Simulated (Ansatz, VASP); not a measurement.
# Mg2ZnS3: VASP beside Ansatz

```
Mg Zn S
1.0
     6.63552    0.00000    0.00000
    -3.31776    5.74653    0.00000
     0.00000    0.00000    6.26675
Mg Zn S
4 2 6
Direct
  0.33333 0.33333 0.00000
  0.00000 0.66667 0.00000
  0.66667 0.00000 0.00000
  0.00000 0.00000 0.50000
  0.66667 0.33333 0.50000
  0.33333 0.66667 0.50000
  0.33333 0.33333 0.38500
  0.00000 0.66667 0.38500
  0.66667 0.00000 0.38500
  0.66667 0.33333 0.88500
  0.33333 0.66667 0.88500
  0.00000 0.00000 0.88500
```

Alike in both runs: task relaxation of cell and atoms; functional PBE; k mesh 3 × 3 × 4; occupations gaussian, width 0.1 eV; no spin polarisation.

```csv
,VASP,Ansatz
version,VASP 6.6.1,Ansatz 0.2.0
potentials or method,"VASP PAW PBE potentials, release 64 (Mg, Zn, S), cutoff 600 eV","scalar-relativistic, plane waves, PAW"
valence electrons in the cell,68,100
```

```csv
,VASP,Ansatz,Ansatz less VASP
"gap on the k mesh at the Fermi level, each at its own relaxed structure (eV)",2.79,2.81,+0.027
relaxed volume (Å³/atom),22.17,22.13,-0.043
relaxed cell length with the largest relative difference (Å),6.905,6.895,-0.0104
```

VASP's potentials hold 68 valence electrons a cell and Ansatz's 100, so a difference there can come from the potentials and not from the codes.
